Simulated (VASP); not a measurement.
# Si2W (I4/mmm) in VASP: notebook

Si2W is run at these levels: PBE; tasks: single point.

All numbers are computed with VASP 6.6.1; they aren't measurements. Logs are shortened: lines on timing, memory, paths and dates and some standing lists are left out, and cuts for length are marked.

**1. The cell of the first run**

Symmetry: I4/mmm, No. 139, tetragonal system. The conventional cell has a = 3.214 Å, b = 3.214 Å, c = 7.830 Å, α = 90.00°, β = 90.00°, γ = 90.00°. Within 3.4 Å of Si (site symmetry 4mm) lie 9 Si at 2.59 to 3.21 Å and 5 W at 2.62 Å. Within 3.4 Å of W (site symmetry 4/mmm) lie 10 Si at 2.62 Å and 4 W at 3.21 Å.

**2. Single point, PBE**

The input, INCAR:

```
SYSTEM = Si2W
ALGO = Normal ; EDIFF = 1E-6
ENCUT = 520 ; GGA = PE
ISIF = 2 ; ISMEAR = 1
LASPH = .True. ; LCHARG = .False.
LREAL = .False. ; LWAVE = .False.
NBANDS = 18 ; NELM = 60
PREC = Accurate ; SIGMA = 0.1
```

The input, KPOINTS:

```
k-points
0
Gamma
  12 12 12
  0 0 0
```

The input, POSCAR:

```
Si2W
1.0
   -1.6069000000      1.6069000000      3.9149500000
    1.6069000000     -1.6069000000      3.9149500000
    1.6069000000      1.6069000000     -3.9149500000
Si W
2 1
Direct
    0.3347000000      0.3347000000      0.0000000000
    0.6653000000      0.6653000000      0.0000000000
    0.0000000000      0.0000000000      0.0000000000
```

Potentials or basis: VASP PAW PBE potentials, release 64 (Si, W_sv).

Started as:

```console
> cat potpaw_PBE.64/Si/POTCAR potpaw_PBE.64/W_sv/POTCAR > POTCAR
> mpirun -np 1 vasp_std > vasp.out
```

OUTCAR:

```text
SYSTEM = Si2W
   EDIFF = 1E-6
   ENCUT = 520
   GGA = PE
   ISIF = 2
   ISMEAR = 1
   LASPH = .True.
   LREAL = .False.
   NELM = 60
   PREC = Accurate

 ion  position               nearest neighbor table
   1  0.335  0.335  0.000-   2 2.59   3 2.62   3 2.62   3 2.62   3 2.62   3 2.62   2 2.63   2 2.63
                             2 2.63   2 2.63
   2  0.665  0.665  0.000-   1 2.59   3 2.62   3 2.62   3 2.62   3 2.62   3 2.62   1 2.63   1 2.63
                             1 2.63   1 2.63
   3  0.000  0.000  0.000-   2 2.62   2 2.62   2 2.62   1 2.62   2 2.62   1 2.62   1 2.62   1 2.62
                             1 2.62   2 2.62

  LATTYP: Found a body centered tetragonal cell.
 ALAT       =     3.2138000000
 C/A-ratio  =     2.4363370465

  Lattice vectors:

 A1 = (  -1.6069000000,   1.6069000000,   3.9149500000)
 A2 = (   1.6069000000,  -1.6069000000,   3.9149500000)
 A3 = (   1.6069000000,   1.6069000000,  -3.9149500000)

Analysis of symmetry for initial positions (statically):
=====================================================================
 Subroutine PRICEL returns:
 Original cell was already a primitive cell.

 Routine SETGRP: Setting up the symmetry group for a
 body centered tetragonal supercell.

 Subroutine GETGRP returns: Found 16 space group operations
 (whereof 16 operations were pure point group operations)
 out of a pool of 16 trial point group operations.

The static configuration has the point symmetry D_4h.

Analysis of symmetry for dynamics (positions and initial velocities):
=====================================================================
 Subroutine PRICEL returns:
 Original cell was already a primitive cell.

 Routine SETGRP: Setting up the symmetry group for a
 body centered tetragonal supercell.

 Subroutine GETGRP returns: Found 16 space group operations
 (whereof 16 operations were pure point group operations)
 out of a pool of 16 trial point group operations.

The dynamic configuration has the point symmetry D_4h.

 Subroutine INISYM returns: Found 16 space group operations
 (whereof 16 operations are pure point group operations),
 and found     1 'primitive' translations

----------------------------------------------------------------------------------------

                                     Primitive cell

  volume of cell :      40.4356

  direct lattice vectors                    reciprocal lattice vectors
    -1.606900000  1.606900000  3.914950000     0.000000000  0.311158131  0.127715552
     1.606900000 -1.606900000  3.914950000     0.311158131  0.000000000  0.127715552
[... 90 lines left out ...]
   NSW    =      0    number of steps for IOM
   IBRION =     -1    ionic relax: 0-MD 1-quasi-New 2-CG
   NFREE  =      0    steps in history (QN), initial steepest desc. (CG)
   ISIF   =      2    stress and relaxation
   ISYM   =      2    0-nonsym 1-usesym 2-fastsym
   POTIM  = 0.5000    time-step for ionic-motion
   TEBEG  =    0.0;   TEEND  =   0.0 temperature during run
   PSTRESS=    0.0 pullay stress
   NELECT =      22.0000    total number of electrons
   NUPDOWN=      -1.0000    fix difference up-down
   EMIN   =  10.00;   EMAX   =-10.00  energy-range for DOS
   EFERMI =   0.00;   METHOD = LEGACY
   ISMEAR =     1;   SIGMA  =   0.10  broadening in eV -4-tet -1-fermi 0-gaus
   EFERMI_NEDOS =   21; number of points for ismear=-14 and -15
   IALGO  =     38    algorithm
   IMIX   =      4    mixing-type and parameters
     AMIX     =   0.40;   BMIX     =  1.00
     AMIX_MAG =   1.60;   BMIX_MAG =  1.00
  volume/ion in A,a.u.               =      13.48        90.96
  Fermi-wavevector in a.u.,A,eV,Ry     =   1.336476  2.525573 24.302284  1.786167
  Thomas-Fermi vector in A             =   2.465099
   LORBIT       =      0    0 simple, 1 ext, 2 COOP (PROOUT), +10 PAW based schemes
   GGA     = PE    functional components
   LHFCALC =     F    Hartree Fock is set to
   AEXX    =    0.0000 exact exchange contribution
   IVDW    =     0    specifies the selected vdW correction
   LEPSILON=     F    determine dielectric tensor
   LRPA    =     F    only Hartree local field effects (RPA)
 non-spin polarized calculation
 Methfessel and Paxton  Order N= 1 SIGMA  =   0.10
  energy-cutoff  :      520.00
  volume of cell :       40.44
 maximum number of plane-waves:      1118
 NGX is ok and might be reduce to    36
   NGX = 17   NGY = 17   NGZ = 17

 number of electron      21.9999999 magnetization

 Free energy of the ion-electron system (eV)
  ---------------------------------------------------
  ext. energy  EPLUGINS =         0.00000000
  ---------------------------------------------------
  free energy    TOTEN  =       -24.80825800 eV

  energy without entropy =      -24.80835482  energy(sigma->0) =      -24.80829027

 E-fermi :  11.9955     XC(G=0): -12.5286

 val. band max:       11.9898608704   @ k =  -0.4167  -0.4167   0.3333
 cond. band min:      12.0158879979   @ k =  -0.4167  -0.4167   0.4167
 fundamental gap:      0.0260271275
 Fermi energy:        11.9954781465

 k-point     1 :       0.0000    0.0000    0.0000
  band No.  band energies     occupation
      1     -61.8944      2.00000
      2     -26.1513      2.00000
      3     -26.1372      2.00000
      4     -26.1372      2.00000
      5      -2.1173      2.00000
      6       5.1044      2.00000
[... 481 lines left out ...]
      5       0.9653      2.00000
      6       3.6478      2.00000
[... 10 lines left out ...]
     17      19.0355      0.00000
     18      20.3218      0.00000

 [... further k-points ...]

------------------------ aborting loop because EDIFF is reached ----------------------------------------

  FORCE on cell =-STRESS in cart. coord.  units (eV):
  Direction    XX          YY          ZZ          XY          YZ          ZX
  --------------------------------------------------------------------------------------
  -------------------------------------------------------------------------------------
  Total        0.7987439      0.7987439      0.9376276      0.0000000      0.0000000      0.0000000
  in kB       31.6485779     31.6485779     37.1515594      0.0000000      0.0000000      0.0000000
  external PRESSURE =      33.4829051 kB  Pullay stress =       0.0000000 kB

 VOLUME and BASIS-vectors are now :
 -----------------------------------------------------------------------------
  energy-cutoff  :      520.00
  volume of cell :       40.44
      direct lattice vectors                 reciprocal lattice vectors
    -1.606900000  1.606900000  3.914950000     0.000000000  0.311158131  0.127715552
     1.606900000 -1.606900000  3.914950000     0.311158131  0.000000000  0.127715552
     1.606900000  1.606900000 -3.914950000     0.311158131  0.311158131  0.000000000

 POSITION                                       TOTAL-FORCE (eV/Angst)
 -----------------------------------------------------------------------------------
      0.00000      0.00000      2.62067         0.000000      0.000000     -0.083954
      0.00000      0.00000      5.20923        -0.000000     -0.000000      0.083954
      0.00000      0.00000      0.00000         0.000000      0.000000     -0.000000
 -----------------------------------------------------------------------------------
    total drift:                               -0.000000     -0.000000      0.000000

  FREE ENERGIE OF THE ION-ELECTRON SYSTEM (eV)
  ---------------------------------------------------
  free  energy   TOTEN  =       -24.8082580015 eV

  energy  without entropy=      -24.8083548208  energy(sigma->0) =      -24.80829027
```

Run time: 59 s. Hardware: 1 thread of Intel Xeon 6975P-C (Granite Rapids), shared host; peak memory 0.27 GiB.

What came out:

| Quantity | Value |
| --- | --- |
| Free energy | -24.8083 eV |
| Pressure | 3.3 GPa |
| Largest force | 0.084 eV/Å |
| Band gap on the k mesh | zero (band 11 reaches 12.70 eV, above the bottom of band 12 at 11.40 eV) |

Forces on the atoms (eV/Å):
```
Si   0.000  0.000 -0.084
Si   0.000  0.000  0.084
W    0.000  0.000  0.000
```

Caveat: spin-orbit coupling is left out, which moves the levels of the heavy elements.

**3. Single point, PBE**

The input, INCAR:

```
PREC = Accurate
ENCUT = 520
EDIFF = 1E-6
ISMEAR = 1
SIGMA = 0.05
LREAL = False
LASPH = True
NELM = 60
ALGO = Normal
ISIF = 2
LWAVE = False
LCHARG = False
GGA = PE
NBANDS = 18
```

The input, KPOINTS:

```
Automatic mesh
0
Gamma
  12 12 12
```

POSCAR is that of step 2.

Potentials or basis: VASP PAW PBE potentials, release 64 (Si, W_sv).

Started as:

```console
> cat potpaw_PBE.64/Si/POTCAR potpaw_PBE.64/W_sv/POTCAR > POTCAR
> mpirun -np 1 vasp_std > vasp.out
```

OUTCAR:

```text
PREC = Accurate
   ENCUT = 520
   EDIFF = 1E-6
   ISMEAR = 1
   LREAL = False
   LASPH = True
   NELM = 60
   ISIF = 2
   GGA = PE

 ion  position               nearest neighbor table
   1  0.335  0.335  0.000-   2 2.59   3 2.62   3 2.62   3 2.62   3 2.62   3 2.62   2 2.63   2 2.63
                             2 2.63   2 2.63
   2  0.665  0.665  0.000-   1 2.59   3 2.62   3 2.62   3 2.62   3 2.62   3 2.62   1 2.63   1 2.63
                             1 2.63   1 2.63
   3  0.000  0.000  0.000-   2 2.62   2 2.62   2 2.62   1 2.62   2 2.62   1 2.62   1 2.62   1 2.62
                             1 2.62   2 2.62

  LATTYP: Found a body centered tetragonal cell.
 ALAT       =     3.2138000000
 C/A-ratio  =     2.4363370465

  Lattice vectors:

 A1 = (  -1.6069000000,   1.6069000000,   3.9149500000)
 A2 = (   1.6069000000,  -1.6069000000,   3.9149500000)
 A3 = (   1.6069000000,   1.6069000000,  -3.9149500000)

Analysis of symmetry for initial positions (statically):
=====================================================================
 Subroutine PRICEL returns:
 Original cell was already a primitive cell.

 Routine SETGRP: Setting up the symmetry group for a
 body centered tetragonal supercell.

 Subroutine GETGRP returns: Found 16 space group operations
 (whereof 16 operations were pure point group operations)
 out of a pool of 16 trial point group operations.

The static configuration has the point symmetry D_4h.

Analysis of symmetry for dynamics (positions and initial velocities):
=====================================================================
 Subroutine PRICEL returns:
 Original cell was already a primitive cell.

 Routine SETGRP: Setting up the symmetry group for a
 body centered tetragonal supercell.

 Subroutine GETGRP returns: Found 16 space group operations
 (whereof 16 operations were pure point group operations)
 out of a pool of 16 trial point group operations.

[... 115 lines left out ...]
   EMIN   =  10.00;   EMAX   =-10.00  energy-range for DOS
   EFERMI =   0.00;   METHOD = LEGACY
   ISMEAR =     1;   SIGMA  =   0.05  broadening in eV -4-tet -1-fermi 0-gaus
   EFERMI_NEDOS =   21; number of points for ismear=-14 and -15
   IALGO  =     38    algorithm
   IMIX   =      4    mixing-type and parameters
     AMIX     =   0.40;   BMIX     =  1.00
     AMIX_MAG =   1.60;   BMIX_MAG =  1.00
  volume/ion in A,a.u.               =      13.48        90.96
  Fermi-wavevector in a.u.,A,eV,Ry     =   1.336476  2.525573 24.302284  1.786167
  Thomas-Fermi vector in A             =   2.465099
   LORBIT       =      0    0 simple, 1 ext, 2 COOP (PROOUT), +10 PAW based schemes
   GGA     = PE    functional components
   LHFCALC =     F    Hartree Fock is set to
   AEXX    =    0.0000 exact exchange contribution
   IVDW    =     0    specifies the selected vdW correction
   LEPSILON=     F    determine dielectric tensor
   LRPA    =     F    only Hartree local field effects (RPA)
 non-spin polarized calculation
 Methfessel and Paxton  Order N= 1 SIGMA  =   0.05
  energy-cutoff  :      520.00
  volume of cell :       40.44
 maximum number of plane-waves:      1118
 NGX is ok and might be reduce to    36
   NGX = 17   NGY = 17   NGZ = 17

 number of electron      21.9999999 magnetization

 Free energy of the ion-electron system (eV)
  ---------------------------------------------------
  ext. energy  EPLUGINS =         0.00000000
  ---------------------------------------------------
  free energy    TOTEN  =       -24.80831181 eV

  energy without entropy =      -24.80834395  energy(sigma->0) =      -24.80832252

 E-fermi :  12.0017     XC(G=0): -12.5286

 val. band max:       11.9897934251   @ k =  -0.4167  -0.4167   0.3333
 cond. band min:      12.0158088000   @ k =  -0.4167  -0.4167   0.4167
 fundamental gap:      0.0260153749
 Fermi energy:        12.0016581859

 k-point     1 :       0.0000    0.0000    0.0000
  band No.  band energies     occupation
      1     -61.8950      2.00000
      2     -26.1514      2.00000
      3     -26.1379      2.00000
      4     -26.1379      2.00000
      5      -2.1172      2.00000
      6       5.1042      2.00000
[... 481 lines left out ...]
      5       0.9654      2.00000
      6       3.6479      2.00000
[... 10 lines left out ...]
     17      19.0354      0.00000
     18      20.3217      0.00000

 [... further k-points ...]
[... 5 lines left out ...]
  --------------------------------------------------------------------------------------
  -------------------------------------------------------------------------------------
  Total        0.7968676      0.7968676      0.9410403      0.0000000      0.0000000      0.0000000
  in kB       31.5742360     31.5742360     37.2867803      0.0000000      0.0000000      0.0000000
  external PRESSURE =      33.4784175 kB  Pullay stress =       0.0000000 kB

 VOLUME and BASIS-vectors are now :
 -----------------------------------------------------------------------------
  energy-cutoff  :      520.00
  volume of cell :       40.44
      direct lattice vectors                 reciprocal lattice vectors
    -1.606900000  1.606900000  3.914950000     0.000000000  0.311158131  0.127715552
     1.606900000 -1.606900000  3.914950000     0.311158131  0.000000000  0.127715552
     1.606900000  1.606900000 -3.914950000     0.311158131  0.311158131  0.000000000

 POSITION                                       TOTAL-FORCE (eV/Angst)
 -----------------------------------------------------------------------------------
      0.00000      0.00000      2.62067        -0.000000     -0.000000     -0.085855
      0.00000      0.00000      5.20923        -0.000000     -0.000000      0.085855
      0.00000      0.00000      0.00000         0.000000      0.000000     -0.000000
 -----------------------------------------------------------------------------------
    total drift:                               -0.000000     -0.000000      0.000000

  FREE ENERGIE OF THE ION-ELECTRON SYSTEM (eV)
  ---------------------------------------------------
  free  energy   TOTEN  =       -24.8083118056 eV

  energy  without entropy=      -24.8083439506  energy(sigma->0) =      -24.80832252
```

OSZICAR:

```text
N       E                     dE             d eps       ncg     rms          rms(c)
DAV:   1     0.131567112566E+03    0.13157E+03   -0.10937E+04  5868   0.124E+03
DAV:   2    -0.210024965221E+02   -0.15257E+03   -0.14887E+03  6752   0.321E+02
DAV:   3    -0.256302710473E+02   -0.46278E+01   -0.45662E+01  7310   0.501E+01
DAV:   4    -0.256723455203E+02   -0.42074E-01   -0.42034E-01  7026   0.497E+00
DAV:   5    -0.256727778280E+02   -0.43231E-03   -0.43229E-03  6930   0.548E-01    0.254E+01
DAV:   6    -0.249095314115E+02    0.76325E+00   -0.34748E+00  6296   0.132E+01    0.877E+00
DAV:   7    -0.248306368914E+02    0.78895E-01   -0.22053E-01  6244   0.265E+00    0.452E+00
DAV:   8    -0.248088077627E+02    0.21829E-01   -0.42030E-02  6652   0.161E+00    0.330E-01
DAV:   9    -0.248084019510E+02    0.40581E-03   -0.10375E-03  6746   0.258E-01    0.194E-01
DAV:  10    -0.248083170544E+02    0.84897E-04   -0.26393E-04  7050   0.139E-01    0.397E-02
DAV:  11    -0.248083113718E+02    0.56826E-05   -0.36026E-05  6744   0.424E-02    0.176E-02
DAV:  12    -0.248083118056E+02   -0.43383E-06   -0.14224E-06  4588   0.817E-03
   1 F= -.24808312E+02 E0= -.24808323E+02  d E =0.321450E-04
```

Run time: 58 s. Hardware: 1 thread of Intel Xeon 6975P-C (Granite Rapids), shared host; peak memory 0.27 GiB.

Results:

```yaml
Free_energy: -24.8083 eV
Pressure: 3.3 GPa
Largest_force: 0.086 eV/Å
Band_gap_on_the_k_mesh: zero (band 11 reaches 12.70 eV, above the bottom of band 12 at 11.40 eV)
```

Forces on the atoms (eV/Å):
```
Si   0.000  0.000 -0.086
Si   0.000  0.000  0.086
W    0.000  0.000  0.000
```

Stress tensor (GPa, compression positive):
```
3.16 0.00 0.00
0.00 3.16 0.00
0.00 0.00 3.73
```

Caveat: spin-orbit coupling is left out, which moves the levels of the heavy elements.
